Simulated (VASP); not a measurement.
Write the native input for VASP 6.6.1 that does the following.

```yaml
Task: single point
Functional: PBE0
Potentials_or_basis: VASP PAW PBE potentials, release 64 (Sb, Ga_d)
Cutoff: 520 eV
k_mesh: 4 × 4 × 4
Occupations: fermi-dirac, width 0.05 eV
Spin: no spin polarisation
Dipole_correction: no
Grid_for_exact_exchange_PRECFOCK: Normal
Further_INCAR_settings: ALGO = Normal; EDIFF = 1e-07; NBANDS = 22
Share_of_exact_exchange: 0.25
```

Crystal: GaSb3.

```xyz
4
Lattice="0.0000 3.7306 3.7306 3.7306 0.0000 3.7306 3.7306 3.7306 0.0000" Properties=species:S:1:pos:R:3 pbc="T T T"
Sb    3.7306    3.7306    3.7306
Sb    5.5959    5.5959    5.5959
Sb    1.8653    1.8653    1.8653
Ga    0.0000    0.0000    0.0000
```

The input as run:

POSCAR

```
GaSb3
1.0
    0.0000000000      3.7305950000      3.7305950000
    3.7305950000      0.0000000000      3.7305950000
    3.7305950000      3.7305950000      0.0000000000
Sb Ga
3 1
Direct
    0.5000000000      0.5000000000      0.5000000000
    0.7500000000      0.7500000000      0.7500000000
    0.2500000000      0.2500000000      0.2500000000
    0.0000000000      0.0000000000      0.0000000000
```

INCAR.step1

```
  PREC = Accurate
  ENCUT = 520
  EDIFF = 1E-5
  ISMEAR = -1
  SIGMA = 0.05
  LREAL = False
  LASPH = True
  NELM = 80
  ALGO = Normal
  ISIF = 2
  LWAVE = True
  LCHARG = False
  NBANDS = 22
  GGA = PE
```

INCAR.step2

```
  PREC = Accurate
  ENCUT = 520
  EDIFF = 1E-7
  ISMEAR = -1
  SIGMA = 0.05
  LREAL = False
  LASPH = True
  NELM = 80
  ALGO = Normal
  ISIF = 2
  LWAVE = False
  LCHARG = False
  GGA = PE
  LHFCALC = True
  AEXX = 0.25
  PRECFOCK = Normal
  NBANDS = 22
  ISTART = 1
```

KPOINTS

```
regular mesh
0
Gamma
  4 4 4
```

Potentials or basis: VASP PAW PBE potentials, release 64 (Sb, Ga_d).

Run with:

```console
$ cat potpaw_PBE.64/Sb/POTCAR potpaw_PBE.64/Ga_d/POTCAR > POTCAR
$ cp INCAR.step1 INCAR
$ mpirun -np 1 vasp_std > vasp.out
$ cp INCAR.step2 INCAR
$ mpirun -np 1 vasp_std > vasp.out
```

It gave:

The pressure is -5.6 GPa and the band gap on the k mesh is zero (bands 14 and 15 overlap by 4.98 eV).

Caveat: the k points lie up to 0.36 Å⁻¹ apart, too coarse for converged energies and pressures of a metal; the PAW data sets were made with another functional, which shifts forces and pressure a little; spin-orbit coupling is left out, which moves the levels of the heavy elements.

Run time: 85 min on 1 thread of Intel(R) Xeon(R) Platinum 8259CL CPU @ 2.50GHz (Skylake/Cascade Lake) (shared host), peak memory 0.25 GiB.
